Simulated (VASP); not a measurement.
A run of VASP 6.6.1:

File INCAR:

```
SYSTEM = Al4FeCo3
PREC     = Accurate       ! precision mode
ENCUT    = 520            ! plane-wave cutoff, eV
EDIFF    = 1E-6           ! SCF threshold, eV
ISMEAR   = 0              ! smearing method
SIGMA    = 0.1            ! smearing width, eV
LREAL    = .False.        ! projectors in reciprocal space
LASPH    = .True.         ! aspherical terms in the spheres
NELM     = 80             ! most SCF steps
ALGO     = Fast           ! electronic algorithm
ISIF     = 2              ! what is computed and relaxed
LWAVE    = .False.        ! write WAVECAR
LCHARG   = .False.        ! write CHGCAR
GGA      = PE             ! functional
NBANDS   = 34             ! bands
```

The input KPOINTS:

```
regular mesh
0
Gamma
  10 10 8
  0 0 0
```

File POSCAR:

```
Al4FeCo3
1.0
    3.9539214425      0.0000000000      0.0000000000
    0.0000000000      3.9539214425      0.0000000000
    0.0000000000      0.0000000000      5.5942015248
Al Fe Co
4 1 3
Direct
    0.0000000000      0.5000000000      0.7474159994
    0.0000000000      0.5000000000      0.2525840006
    0.5000000000      0.0000000000      0.7474159994
    0.5000000000      0.0000000000      0.2525840006
    0.0000000000      0.0000000000      0.5000000000
    0.0000000000      0.0000000000      0.0000000000
    0.5000000000      0.5000000000      0.0000000000
    0.5000000000      0.5000000000      0.5000000000
```

Potentials or basis: VASP PAW PBE potentials, release 64 (Al, Fe, Co).

Launch:

```bash
$ cat potpaw_PBE.64/Al/POTCAR potpaw_PBE.64/Fe/POTCAR potpaw_PBE.64/Co/POTCAR > POTCAR
$ mpirun -np 1 vasp_std > vasp.out
```

Hardware: 1 thread of AMD EPYC 7R13 Processor (Zen 3), on a shared host.

Task: How long does it take, and how much memory?

Result: Wall time 7.3 min on 1 thread of AMD EPYC 7R13 Processor (Zen 3), with other jobs on the host, peak memory 0.37 GiB. Counts: scf iterations 20, k points 105.
